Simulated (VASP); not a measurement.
MgCdSe:

```
Mg Cd Se
1.0
     4.22845    0.00000    0.00000
    -2.11423    3.66195    0.00000
     0.00000    0.00000    4.22401
Mg Cd Se
1 1 1
Direct
  0.66667 0.33333 0.50000
  0.33333 0.66667 0.00000
  0.00000 0.00000 0.00000
```

| Property | Result |
| --- | --- |
| Program | VASP 6.6.1 |
| Task | relaxation of cell and atoms |
| Functional | PBE |
| Potentials or basis | VASP PAW PBE potentials, release 64 (Mg, Cd, Se) |
| Cutoff | 600 eV |
| k mesh | 6 × 6 × 4 |
| Occupations | gaussian, width 0.1 eV |
| Spin | no spin polarisation |

At the start: pressure 14.8 GPa; volume 21.80 Å³/atom.

Question: How do energy, volume and symmetry change on relaxing?

Answer: Over 7 steps the energy falls by 313.9 meV/atom and the volume is 23.66 Å³/atom (+8.5 %); space group P-6m2 (No. 187, to 0.05 Å).

Step by step:
| step | energy change (eV) | largest force (eV/Å) | pressure (GPa) | volume (Å³) |
| --- | --- | --- | --- | --- |
| 1 | 0.0000 | 0.0000 | 14.80 | 65.41 |
| 2 | -0.7310 | 0.0000 | -2.68 | 86.06 |
| 3 | -0.7732 | 0.0000 | -0.41 | 80.82 |
| 4 | -0.7734 | 0.0000 | -0.63 | 81.24 |
| 5 | -0.7915 | 0.0000 | -0.60 | 80.26 |
| 6 | -0.8476 | 0.0000 | -0.41 | 77.27 |
| 7 | -0.9418 | 0.0000 | 0.21 | 70.97 |

Final structure:
```
Mg Cd Se
1.0
     4.78360    0.00000    0.00000
    -2.39180    4.14272    0.00000
     0.00000    0.00000    3.58136
Mg Cd Se
1 1 1
Direct
  0.66667 0.33333 0.50000
  0.33333 0.66667 0.00000
  0.00000 0.00000 0.00000
```

Caveat: the k points lie up to 0.44 Å⁻¹ apart in the final cell.
